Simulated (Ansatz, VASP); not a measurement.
## One calculation of Nb, two programs

Contents of INCAR:

```
PREC = Accurate
ENCUT = 520
EDIFF = 1E-8
ISMEAR = -1
SIGMA = 0.03
LREAL = F
LASPH = T
NELM = 100
ALGO = Normal
ISIF = 2
LWAVE = F
LCHARG = F
LEFG = T
NBANDS = 12
```

The input KPOINTS:

```
regular mesh
0
Gamma
  13 13 13
```

File POSCAR:

```
Nb
1.0
    0.0000000000      2.0864154149      2.0864154149
    2.0864154149      0.0000000000      2.0864154149
    2.0864154149      2.0864154149      0.0000000000
Nb
1
Direct
    0.0000000000      0.0000000000      0.0000000000
```

Input for Ansatz:

```yaml
crystal:
  lattice:
    - [0.0, 2.0864154149, 2.0864154149]
    - [2.0864154149, 0.0, 2.0864154149]
    - [2.0864154149, 2.0864154149, 0.0]
  atoms:
    - { symbol: Nb, position: [0.0, 0.0, 0.0] }
kpoints:
  mp_grid: { grid: [13, 13, 13] }
scf:
  occupations: { method: fermi_dirac, width: 0.03 }
hamiltonian:
  xc: lda
  pseudopotentials: { kind: paw }
output:
  forces: true
  stress: true
  eigenvalues: true
  efg: { contact_densities: true }
  write_density: true
  write_potential: true
  elf: true
  volumetric_format: npy
```

Change from the starting cell: volume scaled by 0.96, PAW files.

Alike in both runs: task electric field gradients; functional LDA; k mesh 13 × 13 × 13; occupations fermi-dirac, width 0.03 eV; no spin polarisation.

|  | VASP | Ansatz |
| --- | --- | --- |
| version | VASP 6.6.1 | Ansatz 0.2.0 |
| potentials or method | VASP PAW LDA potentials, release 64 (Nb_sv) | PAW with Ansatz's default frozen-core files, scalar-relativistic |
| plane-wave cutoff (eV) | 520 | 420 |
| valence electrons in the cell | 13 | 13 |

```csv
,VASP,Ansatz,Ansatz less VASP
pressure (GPa),-4.0,-3.8,+0.12
```

LDA's correlation is that of Perdew and Zunger in VASP and of Perdew and Wang (1992) in Ansatz.
